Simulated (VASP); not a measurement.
# CS2: single point with r2SCAN

The system is CS2.

```xyz
6
Lattice="3.1729 -2.7692 0.0000 3.1729 2.7692 0.0000 0.0000 0.0000 9.6628" Properties=species:S:1:pos:R:3 pbc="T T T"
S     3.1729    1.7345    8.5053
S     3.1729    1.0347    3.6739
S     3.1729   -1.0347    5.9890
S     3.1729   -1.7345    1.1575
C     3.1729    0.0000    4.8314
C     0.0000    0.0000    0.0000
```

```yaml
Program: VASP 6.6.1
Task: single point
Functional: r2SCAN
Potentials_or_basis: VASP PAW PBE potentials, release 64 (S, C)
Cutoff: 520 eV
k_mesh: 6 × 6 × 3
Occupations: fermi-dirac, width 0.05 eV
Spin: no spin polarisation
```

The pressure is -0.5 GPa. The largest force is 0.206 eV/Å. The band gap on the k mesh is 3.47 eV, direct.

Forces on the atoms (eV/Å):
```
S    0.000  0.138  0.153
S    0.000 -0.138  0.153
S    0.000  0.138 -0.153
S    0.000 -0.138 -0.153
C    0.000  0.000  0.000
C    0.000  0.000  0.000
```

Stress tensor (GPa, compression positive):
```
-0.03  0.00  0.00
 0.00 -0.60  0.00
 0.00  0.00 -0.72
```

Levels at points of the mesh, in eV from the valence-band top:
```csv
k point,band 12,band 13,band 14,band 15,band 16,band 17,band 18,band 19,band 20,band 21
"(0.00, 0.00, 0.00)",-2.69,-0.61,-0.53,-0.43,-0.11,3.51,3.65,4.08,4.32,6.17
"(0.50, 0.00, 0.00)",-2.87,-0.42,-0.42,-0.15,-0.15,3.76,3.76,4.03,4.03,7.41
"(0.50, 0.50, 0.00)",-3.28,-0.88,-0.87,-0.37,0.00,3.47,3.59,4.68,4.76,6.61
```

Wall time 7.2 min on 1 thread of Oxide Virtual Turin-like Processor, on a shared host, peak memory 0.28 GiB.

Caveat: the PAW data sets were made with another functional, which shifts forces and pressure a little. A k mesh can miss the band edges.
